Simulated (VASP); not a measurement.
The system is Al.

```
CELL_PARAMETERS angstrom
2.63000 0.00000 0.00000
0.00000 2.63000 0.00000
0.00000 0.00000 2.63000
ATOMIC_POSITIONS crystal
Al 0.00000 0.00000 0.00000
```

```yaml
Program: VASP 6.6.1
Task: relaxation of cell and atoms
Functional: PBEsol
Potentials_or_basis: VASP PAW PBE potentials, release 64 (Al)
Cutoff: 600 eV
k_mesh: 8 × 8 × 8
Occupations: gaussian, width 0.05 eV
Spin: no spin polarisation
```

At the start: pressure 5.2 GPa; volume 18.19 Å³/atom.

**Question.** How do energy, volume and symmetry change on relaxing?

**Answer.** Over 3 steps the energy falls by 21.5 meV/atom and the volume is 19.57 Å³/atom (+7.6 %); space group Pm-3m (No. 221, to 0.05 Å).

Step by step:
```csv
step,energy change (eV),largest force (eV/Å),pressure (GPa),volume (Å³)
1,0.0000,0.0000,5.17,18.19
2,-0.0210,0.0000,-0.66,19.78
3,-0.0215,0.0000,-0.04,19.57
```

Final structure:
```
Al
1.0
     2.69500    0.00000    0.00000
     0.00000    2.69500    0.00000
     0.00000    0.00000    2.69500
Al
1
Direct
  0.00000 0.00000 0.00000
```

Caveat: the PAW data sets were made with another functional, which shifts forces and pressure a little.
